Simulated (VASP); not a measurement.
# As: single point with PBE

Crystal: As.

```xyz
2
Lattice="1.8797 1.0853 3.4858 -1.8797 1.0853 3.4858 0.0000 -2.1705 3.4858" Properties=species:S:1:pos:R:3 pbc="T T T"
As    0.0000    0.0000    2.3795
As    0.0000    0.0000    8.0779
```

```
Program                : VASP 6.6.1
Task                   : single point
Functional             : PBE
Potentials or basis    : VASP PAW PBE potentials, release 64 (As)
Cutoff                 : 520 eV
k mesh                 : 10 × 10 × 10
Occupations            : fermi-dirac, width 0.05 eV
Spin                   : no spin polarisation
Dipole correction      : no
Further INCAR settings : ALGO = Normal; EDIFF = 1e-06; NBANDS = 12
```

```
Pressure               : 3.9 GPa
Largest force          : 0.285 eV/Å
Band gap on the k mesh : zero (band 5 reaches 5.68 eV, above the bottom of band 6 at 5.25 eV)
```

Forces on the atoms (eV/Å):
```
As   0.000  0.000  0.285
As   0.000  0.000 -0.285
```

Stress tensor (GPa, compression positive):
```
4.22 0.00 0.00
0.00 4.22 0.00
0.00 0.00 3.14
```

Levels at points of the mesh, in eV from the Fermi level:
```
           k point  band 1  band 2  band 3  band 4  band 5  band 6  band 7  band 8  band 9  band 10
(0.00, 0.00, 0.00)  -15.16   -5.83   -2.61   -2.09   -2.09    1.69    2.89    2.89    6.71     6.71
(0.50, 0.00, 0.00)  -12.40  -11.22   -2.85   -2.81   -0.42   -0.38    0.20    1.19    8.98     9.15
(0.50, 0.50, 0.00)  -12.36   -9.76   -6.15   -4.35   -4.23    1.43    5.43    6.76    7.30    10.51
(0.50, 0.50, 0.50)  -13.80  -10.18   -1.80   -1.80   -0.64    0.62    0.62    1.74    8.05    10.39
```

It took 26 s on 1 thread of Intel(R) Xeon(R) Platinum 8488C (Sapphire Rapids) (shared host), peak memory 0.2 GiB.
